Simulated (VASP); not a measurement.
# HfN (P6_3/mmc) in VASP: further runs, part 4 of 4

VASP 6.6.1.

## (6) Single point, PBE (biaxial strain in the a-b plane: +6.0 %, then relaxed in part)

The input, INCAR:

```
ALGO     = Normal         # electronic algorithm
EDIFF    = 1E-7           # SCF threshold, eV
ENCUT    = 520            # plane-wave cutoff, eV
GGA      = PE             # functional
ISIF     = 2              # what is computed and relaxed
ISMEAR   = 0              # smearing method
LASPH    = T              # aspherical terms in the spheres
LCHARG   = F              # write CHGCAR
LREAL    = F              # projectors in reciprocal space
LWAVE    = F              # write WAVECAR
NBANDS   = 23             # bands
NELM     = 80             # most SCF steps
PREC     = Accurate       # precision mode
SIGMA    = 0.1            # smearing width, eV
```

The input, KPOINTS:

```
k-points
0
Gamma
  18 18 10
```

The input, POSCAR:

```
HfN
1.0
    3.3487939142      0.0000000000      0.0000000000
   -1.6743969571      2.9001406017      0.0000000000
    0.0000000000      0.0000000000      5.3433398059
Hf N
2 2
Direct
    0.6666666667      0.3333333333      0.7500000000
    0.3333333333      0.6666666667      0.2500000000
    0.0000000000      0.0000000000      0.0000000000
    0.0000000000      0.0000000000      0.5000000000
```

Potentials or basis: VASP PAW PBE potentials, release 64 (Hf_pv, N).

Run with:

```sh
> cat potpaw_PBE.64/Hf_pv/POTCAR potpaw_PBE.64/N/POTCAR > POTCAR
> mpirun -np 1 vasp_std > vasp.out
```

OUTCAR:

```text
EDIFF = 1E-7
   ENCUT = 520
   GGA = PE
   ISIF = 2
   ISMEAR = 0
   LASPH = T
   LREAL = F
   NELM = 80
   PREC = Accurate

 ion  position               nearest neighbor table
   1  0.667  0.333  0.750-   3 2.35   4 2.35   3 2.35   4 2.35   3 2.35   4 2.35   2 3.30   2 3.30
                             2 3.30   2 3.30   2 3.30   2 3.30
   2  0.333  0.667  0.250-   3 2.35   4 2.35   3 2.35   4 2.35   3 2.35   4 2.35   1 3.30   1 3.30
                             1 3.30   1 3.30   1 3.30   1 3.30
   3  0.000  0.000  0.000-   1 2.35   2 2.35   2 2.35   1 2.35   1 2.35   2 2.35
   4  0.000  0.000  0.500-   1 2.35   2 2.35   2 2.35   1 2.35   1 2.35   2 2.35

  LATTYP: Found a hexagonal cell.
 ALAT       =     3.3487939142
 C/A-ratio  =     1.5956012651

  Lattice vectors:

 A1 = (   3.3487939142,   0.0000000000,   0.0000000000)
 A2 = (  -1.6743969571,   2.9001406017,   0.0000000000)
 A3 = (   0.0000000000,   0.0000000000,   5.3433398059)

Analysis of symmetry for initial positions (statically):
=====================================================================
 Subroutine PRICEL returns:
 Original cell was already a primitive cell.

 Routine SETGRP: Setting up the symmetry group for a
 hexagonal supercell.

 Subroutine GETGRP returns: Found 24 space group operations
 (whereof 12 operations were pure point group operations)
 out of a pool of 24 trial point group operations.

The static configuration has the point symmetry D_3d.
 The point group associated with its full space group is D_6h.

Analysis of symmetry for dynamics (positions and initial velocities):
=====================================================================
 Subroutine PRICEL returns:
 Original cell was already a primitive cell.

 Routine SETGRP: Setting up the symmetry group for a
[... 127 lines left out ...]
   EFERMI_NEDOS =   21; number of points for ismear=-14 and -15
   IALGO  =     38    algorithm
   IMIX   =      4    mixing-type and parameters
     AMIX     =   0.40;   BMIX     =  1.00
     AMIX_MAG =   1.60;   BMIX_MAG =  1.00
  volume/ion in A,a.u.               =      12.97        87.55
  Fermi-wavevector in a.u.,A,eV,Ry     =   1.363772  2.577156 25.305130  1.859875
  Thomas-Fermi vector in A             =   2.490146
   LORBIT       =      0    0 simple, 1 ext, 2 COOP (PROOUT), +10 PAW based schemes
   GGA     = PE    functional components
   LHFCALC =     F    Hartree Fock is set to
   AEXX    =    0.0000 exact exchange contribution
   IVDW    =     0    specifies the selected vdW correction
   LEPSILON=     F    determine dielectric tensor
   LRPA    =     F    only Hartree local field effects (RPA)
 non-spin polarized calculation
 Gauss-broadening in eV      SIGMA  =   0.10
  energy-cutoff  :      520.00
  volume of cell :       51.89
 maximum number of plane-waves:      1418
 NGX is ok and might be reduce to    28
   NGX = 13   NGY = 13   NGZ = 19

 number of electron      29.9999999 magnetization

 Free energy of the ion-electron system (eV)
  ---------------------------------------------------
  ext. energy  EPLUGINS =         0.00000000
  ---------------------------------------------------
  free energy    TOTEN  =       -42.76354519 eV

  energy without entropy =      -42.76061884  energy(sigma->0) =      -42.76208202

 E-fermi :   6.9436     XC(G=0): -12.1337

 val. band max:        6.9387478509   @ k =   0.3333   0.2222   0.5000
 cond. band min:       6.9775764310   @ k =   0.2778   0.2778   0.5000
 fundamental gap:      0.0388285801
 Fermi energy:         6.9436232822

 k-point     1 :       0.0000    0.0000    0.0000
  band No.  band energies     occupation
      1     -25.0066      2.00000
      2     -24.3781      2.00000
      3     -24.3755      2.00000
      4     -24.3755      2.00000
      5     -24.3067      2.00000
      6     -24.3067      2.00000
[... 613 lines left out ...]
     22      11.9437      0.00000
     23      12.8992      0.00000

 [... further k-points ...]

------------------------ aborting loop because EDIFF is reached ----------------------------------------

  FORCE on cell =-STRESS in cart. coord.  units (eV):
  Direction    XX          YY          ZZ          XY          YZ          ZX
  --------------------------------------------------------------------------------------
  -------------------------------------------------------------------------------------
  Total      -10.3346544    -10.3346544     -0.5451968     -0.0000000     -0.0000000      0.0000000
  in kB     -319.0702213   -319.0702213    -16.8323052     -0.0000000     -0.0000000      0.0000000
  external PRESSURE =    -218.3242493 kB  Pullay stress =       0.0000000 kB

 VOLUME and BASIS-vectors are now :
 -----------------------------------------------------------------------------
  energy-cutoff  :      520.00
  volume of cell :       51.89
      direct lattice vectors                 reciprocal lattice vectors
     3.348793914  0.000000000  0.000000000     0.298614972  0.172405434  0.000000000
    -1.674396957  2.900140602  0.000000000     0.000000000  0.344810869  0.000000000
     0.000000000  0.000000000  5.343339806     0.000000000  0.000000000  0.187148869

 POSITION                                       TOTAL-FORCE (eV/Angst)
 -----------------------------------------------------------------------------------
      1.67440      0.96671      4.00750        -0.000000      0.000000      0.000000
     -0.00000      1.93343      1.33583         0.000000     -0.000000      0.000000
      0.00000      0.00000      0.00000        -0.000000      0.000000      0.000000
      0.00000      0.00000      2.67167        -0.000000      0.000000      0.000000
 -----------------------------------------------------------------------------------
    total drift:                               -0.000000      0.000000     -0.000000

  FREE ENERGIE OF THE ION-ELECTRON SYSTEM (eV)
  ---------------------------------------------------
  free  energy   TOTEN  =       -42.7635451933 eV

  energy  without entropy=      -42.7606188370  energy(sigma->0) =      -42.76208202
```

OSZICAR:

```text
N       E                     dE             d eps       ncg     rms          rms(c)
DAV:   1     0.109099582624E+03    0.10910E+03   -0.16393E+04 10236   0.129E+03
DAV:   2    -0.428567857436E+02   -0.15196E+03   -0.14363E+03 13402   0.306E+02
DAV:   3    -0.492330563104E+02   -0.63763E+01   -0.63207E+01 13306   0.495E+01
DAV:   4    -0.492965869324E+02   -0.63531E-01   -0.63461E-01 12038   0.541E+00
DAV:   5    -0.492975234604E+02   -0.93653E-03   -0.93626E-03 13997   0.527E-01    0.590E+01
DAV:   6    -0.430688511441E+02    0.62287E+01   -0.32151E+01 12635   0.270E+01    0.476E+01
DAV:   7    -0.428193414408E+02    0.24951E+00   -0.24069E+00 12334   0.893E+00    0.281E+01
DAV:   8    -0.427874681655E+02    0.31873E-01   -0.31647E-01 12622   0.384E+00    0.723E+00
DAV:   9    -0.427650326446E+02    0.22436E-01   -0.11060E-01 12455   0.179E+00    0.321E+00
DAV:  10    -0.427635437200E+02    0.14889E-02   -0.84950E-03 13374   0.576E-01    0.669E-02
DAV:  11    -0.427635463239E+02   -0.26039E-05   -0.37670E-04 12673   0.137E-01    0.957E-02
DAV:  12    -0.427635451570E+02    0.11669E-05   -0.20955E-05 13179   0.308E-02    0.681E-02
DAV:  13    -0.427635451311E+02    0.25937E-07   -0.47863E-06 12813   0.129E-02    0.728E-03
DAV:  14    -0.427635452636E+02   -0.13250E-06   -0.23459E-07 11706   0.346E-03    0.492E-03
DAV:  15    -0.427635451933E+02    0.70298E-07   -0.60188E-09  8473   0.576E-04
   1 F= -.42763545E+02 E0= -.42762082E+02  d E =-.292636E-02
```

stdout:

```text
POSCAR found type information on POSCAR HfN
 POSCAR found :  2 types and       4 ions
 scaLAPACK will be used
 LDA part: xc-table for (Slater+PW92), standard interpolation
 POSCAR, INCAR and KPOINTS ok, starting setup
 FFT: planning ... GRIDC
 FFT: planning ... GRID_SOFT
 FFT: planning ... GRID
 WAVECAR not read
 entering main loop
```

Wall time 4.3 min (1 thread of Intel Xeon Platinum 8488C (Sapphire Rapids), shared host); peak memory 0.34 GiB.

What came out:

```
Free energy            : -42.7635 eV
Pressure               : -21.8 GPa
Band gap on the k mesh : zero (bands 15 and 16 overlap by 1.93 eV)
```

Caveat: the cell differs from its parent crystal (biaxial strain in the a-b plane: +6.0 %, then relaxed in part); the cell stands under tension; spin-orbit coupling is left out, which moves the levels of the heavy elements.

## (7) Overview

| cell | gap on the mesh (eV) | pressure (GPa) |
| --- | --- | --- |
| a = 3.222, b = 3.222, c = 5.407 Å, angles 90.0, 90.0, 120.0°, 4 atoms | none | -9.7 |
| a = 3.286, b = 3.286, c = 5.321 Å, angles 90.0, 90.0, 120.0°, 4 atoms | none | -14.3 |
| a = 3.286, b = 3.286, c = 5.372 Å, angles 90.0, 90.0, 120.0°, 4 atoms | none | -16.3 |
| a = 3.349, b = 3.349, c = 5.255 Å, angles 90.0, 90.0, 120.0°, 4 atoms | none | -18.7 |
| a = 3.349, b = 3.349, c = 5.343 Å, angles 90.0, 90.0, 120.0°, 4 atoms | none | -21.8 |

Alike in all rows: task single point; level PBE; potentials or basis VASP PAW PBE potentials, release 64 (Hf_pv, N); no spin polarisation; k mesh 18 × 18 × 10; cutoff (eV) 520; smearing gaussian 0.1 eV.

Caveats: the cell stands under tension; spin-orbit coupling is left out, which moves the levels of the heavy elements.

Total energies depend on the potentials used, so only differences within one code and one set of settings carry meaning.
